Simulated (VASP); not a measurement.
GaSb, 12 atoms in the cell. The cell holds a slab with vacuum, 12 atoms: a = 4.394 Å, b = 6.214 Å, c = 25.985 Å, α = 90.00°, β = 90.00°, γ = 90.00°. 

| Property | Result |
| --- | --- |
| Program | VASP 6.6.1 |
| Task | single point |
| Functional | PBE |
| Potentials or basis | VASP PAW PBE potentials, release 64 (Ga_d, Sb) |
| Cutoff | 520 eV |
| k mesh | 8 × 6 × 1 |
| Occupations | gaussian, width 0.1 eV |
| Spin | no spin polarisation |
| Dipole correction | yes |
| Further INCAR settings | ALGO = Normal; EDIFF = 1e-06; NBANDS = 66 |

Potentials or basis: VASP PAW PBE potentials, release 64 (Ga_d, Sb).

Command:

```bash
$ cat potpaw_PBE.64/Ga_d/POTCAR potpaw_PBE.64/Sb/POTCAR > POTCAR
$ mpirun -np 1 vasp_std > vasp.out
```

Hardware: 1 thread of Intel(R) Xeon(R) 6975P-C (Granite Rapids), on a shared host.

Task: How long does it take, and how much memory?

Result: It took 17 min on 1 thread of Intel(R) Xeon(R) 6975P-C (Granite Rapids) (shared host), peak memory 1.1 GiB. Counts: scf iterations 22, k points 20.
